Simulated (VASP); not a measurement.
SnSe, 2 atoms in the cell. Symmetry: R-3m, No. 166, trigonal system. Conventional cell: a = 4.373 Å, b = 4.373 Å, c = 10.064 Å, α = 90.00°, β = 90.00°, γ = 120.00°. Within 4.0 Å of Sn (site symmetry -3m) lie 6 Se at 3.03 Å. Se (site symmetry -3m) has 6 Sn at 3.03 Å within 4.0 Å.  This cell differs from its parent crystal: epitaxial 111 strain +3.0%.

| Item | Value |
| --- | --- |
| Program | VASP 6.6.1 |
| Task | single point |
| Functional | r2SCAN |
| Potentials or basis | VASP PAW PBE potentials, release 64 (Sn_d, Se) |
| Cutoff | 520 eV |
| k mesh | 8 × 8 × 8 |
| Occupations | fermi-dirac, width 0.02 eV |
| Spin | no spin polarisation |
| Dipole correction | no |
| Further INCAR settings | ALGO = Normal; EDIFF = 1e-06; NBANDS = 17 |

Potentials or basis: VASP PAW PBE potentials, release 64 (Sn_d, Se).

Run with:

```console
$ cat potpaw_PBE.64/Sn_d/POTCAR potpaw_PBE.64/Se/POTCAR > POTCAR
$ cp INCAR.step1 INCAR
$ mpirun -np 1 vasp_std > vasp.out
$ cp INCAR.step2 INCAR
$ mpirun -np 1 vasp_std > vasp.out
```

Hardware: 1 thread of Intel(R) Xeon(R) 6975P-C (Granite Rapids), with other jobs on the host.

Problem. Estimate the wall time of this run.

Solution. It took 63 s on 1 thread of Intel(R) Xeon(R) 6975P-C (Granite Rapids) (shared host), peak memory 0.22 GiB. Counts: k points 65.
